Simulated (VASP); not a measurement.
Wanted: the native input for a VASP 6.6.1 run.

* Task: single point
* Functional: LDA
* Potentials or basis: VASP PAW LDA potentials, release 64 (I)
* Cutoff: 500 eV
* k mesh: 4 × 4 × 6
* Occupations: gaussian, width 0.1 eV
* Spin: no spin polarisation
* Dipole correction: no
* Further INCAR settings: ALGO = Normal; EDIFF = 1e-06; NBANDS = 10

The structure of I lies in POSCAR:

```
I
1.0
    2.5383465792     -3.7066249365      0.0000000000
    2.5383465792      3.7066249365      0.0000000000
   -1.6208748370      0.0000000000      2.3810977968
I
1
Direct
    0.5000000000      0.5000000000      0.5000000000
```

The input as run:

INCAR

```
SYSTEM = I
PREC = Accurate
ENCUT = 500
EDIFF = 1E-6
ISMEAR = 0
SIGMA = 0.1
LREAL = .False.
LASPH = .True.
NELM = 120
ALGO = Normal
ISIF = 2
LWAVE = .False.
LCHARG = .True.
GGA = CA
LELF = .True.
LVHAR = .True.
NBANDS = 10
GGA_COMPAT = .False.
```

KPOINTS

```
regular mesh
0
Gamma
  4 4 6
  0 0 0
```

Potentials or basis: VASP PAW LDA potentials, release 64 (I).

Command:

```bash
$ cat potpaw_LDA.64/I/POTCAR > POTCAR
$ mpirun -np 1 vasp_std > vasp.out
```

It gave:

```json
{
 "Pressure": "-1.4 GPa"
}
```

Caveat: the k points lie up to 0.44 Å⁻¹ apart; an odd number of electrons without spin polarisation forces a metal; a magnetic or distorted state may lie lower.

Run time: 24 s on 1 thread of Intel Xeon 8259CL, on a shared host, peak memory 0.15 GiB.
